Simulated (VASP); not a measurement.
Crystal: InAg2.

```
In Ag
1.0
     3.98939    0.00000    0.00000
    -1.99469    3.45491    0.00000
     0.00000    0.00000    4.30748
In Ag
1 2
Cartesian
  0.0000 0.0000 0.0000
  0.0000 2.3033 2.1537
  1.9947 1.1516 2.1537
```

- Program: VASP 6.6.1
- Task: relaxation of cell and atoms
- Functional: PBE
- Potentials or basis: VASP PAW PBE potentials, release 64 (In_d, Ag)
- Cutoff: 600 eV
- k mesh: 6 × 6 × 4
- Occupations: gaussian, width 0.1 eV
- Spin: no spin polarisation

At the start: pressure 28.4 GPa; volume 19.79 Å³/atom.

Question: How do energy, volume and symmetry change on relaxing?

Answer: Over 13 steps the energy falls by 907.3 meV/atom and the volume is 20.27 Å³/atom (+2.4 %); space group P6/mmm (No. 191, to 0.05 Å).

The path:
```csv
step,energy change (eV),largest force (eV/Å),pressure (GPa),volume (Å³)
1,0.0000,0.0000,28.35,59.37
2,-1.4250,0.0000,-5.76,93.31
3,-1.7885,0.0000,-1.56,77.60
4,-1.7888,0.0000,-2.03,78.41
5,-1.8923,0.0000,-1.89,75.80
6,-2.2184,0.0000,-1.03,67.71
7,-1.7765,0.0000,23.68,50.31
8,-2.3185,0.0000,-1.03,65.55
9,-2.6584,0.0000,3.60,58.09
10,-2.7071,0.0000,1.84,59.33
11,-2.7101,0.0000,2.09,59.12
12,-2.7218,0.0000,-0.04,60.97
13,-2.7219,0.0000,0.12,60.81
```

Final structure:
```
CELL_PARAMETERS angstrom
4.85862 0.00000 0.00000
-2.42931 4.20769 0.00000
0.00000 0.00000 2.97458
ATOMIC_POSITIONS crystal
In 0.00000 0.00000 0.00000
Ag 0.33333 0.66667 0.50000
Ag 0.66667 0.33333 0.50000
```

Caveat: the k points lie up to 0.53 Å⁻¹ apart in the final cell.
